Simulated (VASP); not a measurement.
BaTiO3: single point with PBE

Crystal: BaTiO3.

```
CELL_PARAMETERS angstrom
-4.05872 -0.01060 0.01058
0.00002 4.04973 4.04945
0.02118 4.07115 -4.07086
ATOMIC_POSITIONS crystal
Ba 0.49085 0.50001 0.00925
Ba 0.49085 0.00001 0.50925
Ti 0.97666 0.00002 0.02354
Ti 0.97666 0.50002 0.52354
O 0.51787 0.00000 0.99259
O 0.51788 0.50000 0.49259
O 0.00731 0.74463 0.73731
O 0.00730 0.24464 0.23731
O 0.00732 0.75534 0.23731
O 0.00732 0.25534 0.73731
```

- Program: VASP 6.6.1
- Task: single point
- Functional: PBE
- Potentials or basis: VASP PAW PBE potentials, release 64 (Ba_sv, Ti_sv, O)
- Cutoff: 520 eV
- k mesh: 6 × 4 × 4
- Occupations: gaussian, width 0.05 eV
- Spin: no spin polarisation
- Dipole correction: no
- Further INCAR settings: ALGO = Normal; EDIFF = 1e-06; NBANDS = 51

The pressure is 1.6 GPa and the largest force is 0.091 eV/Å. The band gap on the k mesh is 2.58 eV.

Forces on the atoms (eV/Å):
```
Ba  -0.025 -0.025  0.025
Ba  -0.025 -0.025  0.025
Ti  -0.052 -0.053  0.052
Ti  -0.052 -0.053  0.053
O    0.054  0.012 -0.012
O    0.054  0.012 -0.012
O    0.012  0.054 -0.012
O    0.012  0.054 -0.012
O    0.012  0.012 -0.054
O    0.012  0.012 -0.054
```

Levels at points of the mesh, in eV from the valence-band top:
| k point | band 37 | band 38 | band 39 | band 40 | band 41 | band 42 | band 43 | band 44 |
| --- | --- | --- | --- | --- | --- | --- | --- | --- |
| (0.00, 0.00, 0.00) | -0.69 | -0.54 | -0.54 | -0.09 | 2.58 | 2.59 | 2.76 | 3.81 |
| (0.50, 0.00, 0.00) | -0.88 | -0.04 | -0.03 | 0.00 | 2.74 | 3.72 | 3.88 | 4.16 |
| (0.00, 0.50, 0.00) | -0.88 | -0.88 | -0.51 | -0.51 | 2.99 | 2.99 | 3.25 | 3.25 |
| (0.50, 0.50, 0.00) | -0.58 | -0.58 | -0.48 | -0.48 | 3.45 | 3.45 | 3.89 | 3.89 |
| (0.00, 0.00, 0.50) | -0.93 | -0.93 | -0.54 | -0.54 | 3.12 | 3.12 | 3.24 | 3.24 |
| (0.50, 0.00, 0.50) | -0.58 | -0.58 | -0.48 | -0.48 | 3.60 | 3.60 | 3.89 | 3.89 |
| (0.00, 0.50, 0.50) | -1.05 | -1.05 | -0.88 | -0.88 | 2.74 | 2.74 | 3.72 | 3.72 |
| (0.50, 0.50, 0.50) | -0.84 | -0.84 | -0.09 | -0.09 | 3.81 | 3.81 | 3.83 | 3.83 |

Wall time 5.7 min on 1 thread of Oxide Virtual Turin-like Processor, with other jobs on the host, peak memory 0.41 GiB.

Caveat: spin-orbit coupling is left out, which moves the levels of the heavy elements. A k mesh can miss the band edges.
